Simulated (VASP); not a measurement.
Input of a VASP 6.6.1 run:

The input INCAR:

```
PREC = Accurate ; ENCUT = 520
EDIFF = 1E-8 ; ISMEAR = 0
SIGMA = 0.01 ; LREAL = False
LASPH = True ; NELM = 60
ALGO = Normal ; ISIF = 2
LWAVE = False ; LCHARG = False
METAGGA = R2SCAN ; LMIXTAU = True
LCALCEPS = True
```

The input KPOINTS:

```
Automatic mesh
0
Gamma
  6 6 6
```

POSCAR

```
MgI2
1.0
    0.0000000000      3.7557205824      3.7557205824
    3.7557205824      0.0000000000      3.7557205824
    3.7557205824      3.7557205824      0.0000000000
Mg I
1 2
Direct
    0.0000000000      0.0000000000      0.0000000000
    0.2500000000      0.2500000000      0.2500000000
    0.7500000000      0.7500000000      0.7500000000
```

Potentials or basis: VASP PAW PBE potentials, release 64 (Mg, I).

Command:

```bash
$ cat potpaw_PBE.64/Mg/POTCAR potpaw_PBE.64/I/POTCAR > POTCAR
$ mpirun -np 1 vasp_std > vasp.out
```

Problem. Estimate the electronic dielectric tensor (diagonal).

Solution. 4.67.

Problem. Predict the Born charges (mean of the diagonal).

Solution. Mg +2.90; I -1.45 e.

Problem. Estimate the band gap on the k mesh.

Solution. 1.29 eV (least direct gap 1.51 eV).

Born effective charge tensors (e):
atom 1, Mg
```
2.90 0.00 0.00
0.00 2.90 0.00
0.00 0.00 2.90
```
atom 2, I
```
-1.45  0.00  0.00
 0.00 -1.45  0.00
 0.00  0.00 -1.45
```
atom 3, I
```
-1.45  0.00  0.00
 0.00 -1.45  0.00
 0.00  0.00 -1.45
```

Caveat: the structure was generated, so it needn't be the stable form of MgI2; spin-orbit coupling is left out, which moves the levels of the heavy elements. A k mesh can miss the band edges.
